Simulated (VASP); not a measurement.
Al9O: single point with PBE

Al9O, a slab with vacuum:

```
Al O
1.0
     2.85354    0.00000    0.00000
    -1.42677    2.47124    0.00000
     0.00000    0.00000   34.26056
Al O
9 1
Direct
  0.33333 0.66667 0.11675
  0.00000 0.00000 0.18521
  0.66667 0.33333 0.25367
  0.00000 0.00000 0.32212
  0.33333 0.66667 0.38999
  0.00000 0.00000 0.45782
  0.66667 0.33333 0.52683
  0.00000 0.00000 0.59509
  0.33333 0.66667 0.66434
  0.66667 0.33333 0.68557
```

```
Program             : VASP 6.6.1
Task                : single point
Functional          : PBE
Potentials or basis : VASP PAW PBE potentials, release 64 (Al, O)
Cutoff              : 520 eV
k mesh              : 9 × 9 × 1
Occupations         : gaussian, width 0.1 eV
Spin                : no spin polarisation
```

```
Largest force          : 0.109 eV/Å
Band gap on the k mesh : zero (an odd number of electrons rules out a gap without spin polarisation)
```

Forces on the atoms (eV/Å):
```
Al   0.000  0.000 -0.081
Al   0.000  0.000  0.040
Al   0.000  0.000 -0.047
Al   0.000  0.000  0.027
Al   0.000  0.000  0.016
Al   0.000  0.000  0.109
Al   0.000  0.000 -0.091
Al   0.000  0.000 -0.056
Al   0.000  0.000  0.098
O    0.000  0.000 -0.015
```

Levels at points of the mesh, in eV from the Fermi level:
| k point | band 12 | band 13 | band 14 | band 15 | band 16 | band 17 | band 18 | band 19 |
| --- | --- | --- | --- | --- | --- | --- | --- | --- |
| (0.00, 0.00, 0.00) | -4.64 | -4.06 | -2.65 | -1.17 | 0.40 | 1.94 | 3.25 | 4.06 |

Run time: 5.8 min on 1 thread of Intel(R) Xeon(R) Platinum 8488C (Sapphire Rapids), with other jobs on the host, peak memory 0.38 GiB.

Caveat: an odd number of electrons without spin polarisation forces a metal; a magnetic or distorted state may lie lower.
